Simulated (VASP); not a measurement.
A run of VASP 6.6.1 is set up as follows.

Contents of INCAR:

```
PREC     = Accurate       # precision mode
ENCUT    = 520            # plane-wave cutoff, eV
EDIFF    = 1E-7           # SCF threshold, eV
ISMEAR   = 1              # smearing method
SIGMA    = 0.1            # smearing width, eV
LREAL    = F              # projectors in reciprocal space
LASPH    = T              # aspherical terms in the spheres
NELM     = 80             # most SCF steps
ALGO     = Normal         # electronic algorithm
ISIF     = 2              # what is computed and relaxed
LWAVE    = F              # write WAVECAR
LCHARG   = F              # write CHGCAR
NBANDS   = 26             # bands
```

The input KPOINTS:

```
regular mesh
0
Gamma
  12 12 12
```

Contents of POSCAR:

```
AlCu3
1.0
    3.5891411400      0.0000000000      0.0000000000
    0.0000000000      3.5891411400      0.0000000000
    0.0000000000      0.0000000000      3.5891411400
Al Cu
1 3
Direct
    0.0000000000      0.0000000000      0.0000000000
    0.5000000000      0.5000000000      0.0000000000
    0.5000000000      0.0000000000      0.5000000000
    0.0000000000      0.5000000000      0.5000000000
```

Potentials or basis: VASP PAW LDA potentials, release 64 (Al, Cu).

Launch:

```console
$ cat potpaw_LDA.64/Al/POTCAR potpaw_LDA.64/Cu/POTCAR > POTCAR
$ mpirun -np 1 vasp_std > vasp.out
```

**Question.** Predict the pressure.

**Answer.** 0.6 GPa.

**Question.** What does it give for the band gap on the k mesh?

**Answer.** Zero (bands 18 and 19 overlap by 5.72 eV).
